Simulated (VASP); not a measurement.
# Ge in VASP: notebook

The runs below take Ge through single point, with LDA.

Program: VASP 6.6.1. These are calculated values, not measurements. Logs are shortened: lines on timing, memory, paths and dates and some standing lists are left out, and cuts for length are marked.

## 1. The cell of the first run

The cell holds a slab with vacuum, 2 atoms: a = 4.149 Å, b = 4.149 Å, c = 28.000 Å, α = 90.00°, β = 90.00°, γ = 120.00°.

## 2. Single point, LDA

File INCAR:

```
SYSTEM = Ge
PREC = Accurate
ENCUT = 520
EDIFF = 1E-7
ISMEAR = 0
SIGMA = 0.1
LREAL = .False.
LASPH = .True.
NELM = 80
ALGO = Normal
ISIF = 2
LWAVE = .False.
LCHARG = .True.
LDIPOL = .True.
IDIPOL = 3
DIPOL = 0.5 0.5 0.500
GGA = CA
LELF = .True.
LVHAR = .True.
LVACPOTAV = .True.
NBANDS = 21
```

File KPOINTS:

```
Automatic mesh
0
Gamma
  12 12 1
  0 0 0
```

File POSCAR:

```
Ge
1.0
    4.1490000000      0.0000000000      0.0000000000
   -2.0745000000      3.5931394003      0.0000000000
    0.0000000000      0.0000000000     28.0000000000
Ge
2
Direct
    0.3333333333      0.6666666667      0.5025535714
    0.6666666667      0.3333333333      0.4974464286
```

Potentials or basis: VASP PAW LDA potentials, release 64 (Ge_d).

Run with:

```console
$ cat potpaw_LDA.64/Ge_d/POTCAR > POTCAR
$ mpirun -np 1 vasp_std > vasp.out
```

OUTCAR:

```text
SYSTEM = Ge
   PREC = Accurate
   ENCUT = 520
   EDIFF = 1E-7
   ISMEAR = 0
   LREAL = .False.
   LASPH = .True.
   NELM = 80
   ISIF = 2
   GGA = CA

 ion  position               nearest neighbor table
   1  0.333  0.667  0.503-   2 2.40   2 2.40   2 2.40
   2  0.667  0.333  0.497-   1 2.40   1 2.40   1 2.40

  LATTYP: Found a hexagonal cell.
 ALAT       =     4.1490000000
 C/A-ratio  =     6.7486141239

  Lattice vectors:

 A1 = (   4.1490000000,   0.0000000000,   0.0000000000)
 A2 = (  -2.0745000000,   3.5931394003,   0.0000000000)
 A3 = (   0.0000000000,   0.0000000000,  28.0000000000)

Analysis of symmetry for initial positions (statically):
=====================================================================
 Subroutine PRICEL returns:
 Original cell was already a primitive cell.

 Routine SETGRP: Setting up the symmetry group for a
 hexagonal supercell.

 Subroutine GETGRP returns: Found 12 space group operations
 (whereof 12 operations were pure point group operations)
 out of a pool of 24 trial point group operations.

The static configuration has the point symmetry D_3d.

Analysis of symmetry for dynamics (positions and initial velocities):
=====================================================================
 Subroutine PRICEL returns:
 Original cell was already a primitive cell.

 Routine SETGRP: Setting up the symmetry group for a
 hexagonal supercell.

 Subroutine GETGRP returns: Found 12 space group operations
 (whereof 12 operations were pure point group operations)
 out of a pool of 24 trial point group operations.

The dynamic configuration has the point symmetry D_3d.

 Subroutine INISYM returns: Found 12 space group operations
 (whereof 12 operations are pure point group operations),
 and found     1 'primitive' translations

----------------------------------------------------------------------------------------

                                     Primitive cell

  volume of cell :     417.4222

  direct lattice vectors                    reciprocal lattice vectors
     4.149000000  0.000000000  0.000000000     0.241021933  0.139154078  0.000000000
    -2.074500000  3.593139400  0.000000000     0.000000000  0.278308156  0.000000000
     0.000000000  0.000000000 28.000000000     0.000000000  0.000000000  0.035714286

  length of vectors
     4.149000000  4.149000000 28.000000000     0.278308156  0.278308156  0.035714286

  position of ions in fractional coordinates (direct lattice)
     0.333333333  0.666666667  0.502553571
     0.666666667  0.333333333  0.497446429

  ion indices of the primitive-cell ions
   primitive index   ion index
                 1           1
                 2           2

----------------------------------------------------------------------------------------

 KPOINTS: Automatic mesh

Automatic generation of k-mesh.
 Grid dimensions read from file:
 generate k-points for:   12   12    1

 Generating k-lattice:

  Cartesian coordinates                     Fractional coordinates (reciprocal lattice)
     0.020085161  0.011596173  0.000000000     0.083333333  0.000000000  0.000000000
     0.000000000  0.023192346  0.000000000     0.000000000  0.083333333  0.000000000
     0.000000000  0.000000000  0.035714286     0.000000000  0.000000000  1.000000000

  Length of vectors
     0.023192346  0.023192346  0.035714286

  Shift w.r.t. Gamma in fractional coordinates (k-lattice)
     0.000000000  0.000000000  0.000000000

 Subroutine IBZKPT returns following result:
 ===========================================

 Found     19 irreducible k-points:

 Following reciprocal coordinates:
            Coordinates               Weight
  0.000000  0.000000  0.000000      1.000000
  0.083333  0.000000  0.000000      6.000000
  0.166667  0.000000  0.000000      6.000000
  0.250000 -0.000000  0.000000      6.000000
  0.333333  0.000000  0.000000      6.000000
  0.416667  0.000000  0.000000      6.000000
[... 11 lines left out ...]
  0.333333  0.250000  0.000000     12.000000
  0.333333  0.333333  0.000000      2.000000
   k-points           NKPTS =     19   k-points in BZ     NKDIM =     19   number of bands    NBANDS=     21
   number of dos      NEDOS =    301   number of ions     NIONS =      2
   total plane-waves  NPLWV = 215040
   dimension x,y,z NGX =    32 NGY =   32 NGZ =  210
   dimension x,y,z NGXF=    64 NGYF=   64 NGZF=  420
   ions per type =               2
   NGX,Y,Z   is equivalent  to a cutoff of  12.82, 12.82, 12.47 a.u.
   NGXF,Y,Z  is equivalent  to a cutoff of  25.64, 25.64, 24.94 a.u.
 SYSTEM =  Ge
   PREC   = accura    normal or accurate (medium, high low for compatibility)
   ISTART =      0    job   : 0-new  1-cont  2-samecut
   ICHARG =      2    charge: 1-file 2-atom 10-const
   ISPIN  =      1    spin polarized calculation?
   LNONCOLLINEAR =      F non collinear calculations
   LSORBIT =      F    spin-orbit coupling
   LASPH  =      T    aspherical Exc in radial PAW
   ENCUT  =  520.0 eV  38.22 Ry    6.18 a.u.   7.71  7.71 52.06*2*pi/ulx,y,z
   NELM   =     80;   NELMIN=  2; NELMDL= -5     # of ELM steps
   EDIFF  = 0.1E-06   stopping-criterion for ELM
   LREAL  =      F    real-space projection
   EDIFFG = 0.1E-05   stopping-criterion for IOM
   NSW    =      0    number of steps for IOM
   IBRION =     -1    ionic relax: 0-MD 1-quasi-New 2-CG
   NFREE  =      0    steps in history (QN), initial steepest desc. (CG)
   ISIF   =      2    stress and relaxation
   ISYM   =      2    0-nonsym 1-usesym 2-fastsym
   POTIM  = 0.5000    time-step for ionic-motion
   TEBEG  =    0.0;   TEEND  =   0.0 temperature during run
   PSTRESS=    0.0 pullay stress
   NELECT =      28.0000    total number of electrons
   NUPDOWN=      -1.0000    fix difference up-down
   EMIN   =  10.00;   EMAX   =-10.00  energy-range for DOS
   EFERMI =   0.00;   METHOD = LEGACY
   ISMEAR =     0;   SIGMA  =   0.10  broadening in eV -4-tet -1-fermi 0-gaus
   EFERMI_NEDOS =   21; number of points for ismear=-14 and -15
   IALGO  =     38    algorithm
   IMIX   =      4    mixing-type and parameters
     AMIX     =   0.40;   BMIX     =  1.00
     AMIX_MAG =   1.60;   BMIX_MAG =  1.00
  volume/ion in A,a.u.               =     208.71      1408.45
  Fermi-wavevector in a.u.,A,eV,Ry     =   0.665175  1.256998  6.019997  0.442457
  Thomas-Fermi vector in A             =   1.739089
   LORBIT       =      0    0 simple, 1 ext, 2 COOP (PROOUT), +10 PAW based schemes
   GGA     = CA    functional components
   LHFCALC =     F    Hartree Fock is set to
   AEXX    =    0.0000 exact exchange contribution
   IVDW    =     0    specifies the selected vdW correction
   LEPSILON=     F    determine dielectric tensor
   LRPA    =     F    only Hartree local field effects (RPA)
 non-spin polarized calculation
 Gauss-broadening in eV      SIGMA  =   0.10
  energy-cutoff  :      520.00
  volume of cell :      417.42
 maximum number of plane-waves:     11291
 NGX is ok and might be reduce to    32
   NGX = 15   NGY = 15   NGZ =105

 dipolmoment           0.000000      0.000000      0.000000 electrons x Angstroem

 number of electron      27.9999993 magnetization

 dipolmoment           0.000000      0.000000     -0.000000 electrons x Angstroem

 Free energy of the ion-electron system (eV)
  ---------------------------------------------------
  ext. energy  EPLUGINS =         0.00000000
  ---------------------------------------------------
  free energy    TOTEN  =        -8.88967134 eV

  energy without entropy =       -8.88404727  energy(sigma->0) =       -8.88685931

 E-fermi :  -4.0336     XC(G=0):  -1.6320

 val. band max:       -4.0454049263   @ k =   0.0833   0.0000   0.0000
 cond. band min:      -3.5656902199   @ k =   0.3333   0.3333   0.0000
 fundamental gap:      0.4797147064
 Fermi energy:        -4.0335519391

 k-point     1 :       0.0000    0.0000    0.0000
  band No.  band energies     occupation
      1     -28.9426      2.00000
      2     -28.9235      2.00000
      3     -28.9235      2.00000
      4     -28.8782      2.00000
      5     -28.8782      2.00000
      6     -28.7652      2.00000
[... 13 lines left out ...]
     20       1.0944      0.00000
     21       1.5242      0.00000

 k-point     2 :       0.0833    0.0000    0.0000
  band No.  band energies     occupation
      1     -28.9449      2.00000
      2     -28.9340      2.00000
      3     -28.9307      2.00000
      4     -28.8775      2.00000
      5     -28.8752      2.00000
      6     -28.7594      2.00000
[... 13 lines left out ...]
     20       1.1457      0.00000
     21       1.2496      0.00000

 k-point     3 :       0.1667    0.0000    0.0000
  band No.  band energies     occupation
      1     -28.9611      2.00000
      2     -28.9565      2.00000
      3     -28.9353      2.00000
      4     -28.8781      2.00000
      5     -28.8683      2.00000
      6     -28.7553      2.00000
[... 13 lines left out ...]
     20       1.1055      0.00000
     21       1.4275      0.00000

 k-point     4 :       0.2500   -0.0000    0.0000
  band No.  band energies     occupation
      1     -28.9844      2.00000
      2     -28.9804      2.00000
      3     -28.9341      2.00000
      4     -28.8805      2.00000
      5     -28.8595      2.00000
      6     -28.7615      2.00000
[... 13 lines left out ...]
     20       1.5686      0.00000
     21       1.8304      0.00000

 k-point     5 :       0.3333    0.0000    0.0000
  band No.  band energies     occupation
      1     -29.0045      2.00000
      2     -29.0001      2.00000
      3     -28.9319      2.00000
      4     -28.8834      2.00000
      5     -28.8498      2.00000
      6     -28.7709      2.00000
[... 13 lines left out ...]
     20       2.3961      0.00000
     21       2.7687      0.00000
[... 262 lines left out ...]
     20       3.0621      0.00000
     21       3.8779      0.00000

 k-point    17 :       0.2500    0.2500    0.0000
  band No.  band energies     occupation
      1     -29.0535      2.00000
      2     -28.9687      2.00000
      3     -28.9416      2.00000
      4     -28.8893      2.00000
      5     -28.8326      2.00000
      6     -28.7855      2.00000
[... 13 lines left out ...]
     20       3.1076      0.00000
     21       3.2828      0.00000

 k-point    18 :       0.3333    0.2500    0.0000
  band No.  band energies     occupation
      1     -29.0636      2.00000
      2     -28.9657      2.00000
      3     -28.9438      2.00000
      4     -28.8914      2.00000
      5     -28.8219      2.00000
      6     -28.7961      2.00000
[... 13 lines left out ...]
     20       3.3919      0.00000
     21       3.8464      0.00000

 k-point    19 :       0.3333    0.3333    0.0000
  band No.  band energies     occupation
      1     -29.0685      2.00000
      2     -28.9536      2.00000
      3     -28.9536      2.00000
      4     -28.8925      2.00000
      5     -28.8089      2.00000
      6     -28.8089      2.00000
[... 13 lines left out ...]
     20       3.2791      0.00000
     21       3.2791      0.00000

------------------------ aborting loop because EDIFF is reached ----------------------------------------

 vacuum level on the upper side and lower side of the slab       (xc-potential included)        -0.079        -0.079

  FORCE on cell =-STRESS in cart. coord.  units (eV):
  Direction    XX          YY          ZZ          XY          YZ          ZX
  --------------------------------------------------------------------------------------
  -------------------------------------------------------------------------------------
  Total       -2.1540292     -2.1540292      0.0224856      0.0000000      0.0000000      0.0000000
  in kB       -8.2677365     -8.2677365      0.0863056      0.0000000      0.0000000      0.0000000
  external PRESSURE =      -5.4830558 kB  Pullay stress =       0.0000000 kB

 VOLUME and BASIS-vectors are now :
 -----------------------------------------------------------------------------
  energy-cutoff  :      520.00
  volume of cell :      417.42
      direct lattice vectors                 reciprocal lattice vectors
     4.149000000  0.000000000  0.000000000     0.241021933  0.139154078  0.000000000
    -2.074500000  3.593139400  0.000000000     0.000000000  0.278308156  0.000000000
     0.000000000  0.000000000 28.000000000     0.000000000  0.000000000  0.035714286

 POSITION                                       TOTAL-FORCE (eV/Angst)
 -----------------------------------------------------------------------------------
     -0.00000      2.39543     14.07150         0.000000      0.000000      0.265369
      2.07450      1.19771     13.92850        -0.000000     -0.000000     -0.265369
 -----------------------------------------------------------------------------------
    total drift:                                0.000000     -0.000000     -0.000000

  FREE ENERGIE OF THE ION-ELECTRON SYSTEM (eV)
  ---------------------------------------------------
  free  energy   TOTEN  =        -8.8896713440 eV

  energy  without entropy=       -8.8840472701  energy(sigma->0) =       -8.88685931

 vacuum level on the upper side and lower side of the slab         1.054         1.054
```

It took 3.6 min on 1 thread of Intel Xeon 6975P-C, shared host; peak memory 0.43 GiB.

What came out:

- Free energy: -8.8897 eV
- Largest force: 0.265 eV/Å
- Band gap on the k mesh: zero (band 14 reaches -3.57 eV, above the bottom of band 15 at -5.26 eV)
- Work function of the upper face: 5.09 eV
- Work function of the lower face: 5.09 eV

Forces in eV/Å, atoms in the order of the input:
```
Ge   0.000  0.000  0.265
Ge   0.000  0.000 -0.265
```

(Continued in part 2 of 2.)
